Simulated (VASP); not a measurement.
TiSi:

```xyz
2
Lattice="0.0000 2.6833 2.6833 2.6833 0.0000 2.6833 2.6833 2.6833 0.0000" Properties=species:S:1:pos:R:3 pbc="T T T"
Ti    0.0000    0.0000    0.0000
Si    1.3417    1.3417    1.3417
```

```yaml
Program: VASP 6.6.1
Task: relaxation of cell and atoms
Functional: r2SCAN
Potentials_or_basis: VASP PAW PBE potentials, release 64 (Ti_sv, Si)
Cutoff: 600 eV
k_mesh: 6 × 6 × 6
Occupations: gaussian, width 0.1 eV
Spin: no spin polarisation
```

At the start: pressure 21.8 GPa; volume 19.32 Å³/atom.

Task: How do energy, volume and symmetry change on relaxing?

Result: Over 3 steps the energy falls by 290.9 meV/atom and the volume is 24.33 Å³/atom (+25.9 %); space group F-43m (No. 216, to 0.1 Å) before and after.

The path:
| step | energy change (eV) | largest force (eV/Å) | pressure (GPa) | volume (Å³) |
| --- | --- | --- | --- | --- |
| 1 | 0.0000 | 0.0000 | 21.79 | 38.64 |
| 2 | -0.4266 | 0.0000 | -6.77 | 55.28 |
| 3 | -0.5817 | 0.0000 | -0.04 | 48.66 |

Final structure:
```
Ti Si
1.0
     0.00000    2.89766    2.89766
     2.89766    0.00000    2.89766
     2.89766    2.89766    0.00000
Ti Si
1 1
Direct
  0.00000 0.00000 0.00000
  0.25000 0.25000 0.25000
```

Caveat: the volume moved by over 15 % at a fixed basis, so the end points are rough; the PAW data sets were made with another functional, which shifts forces and pressure a little.
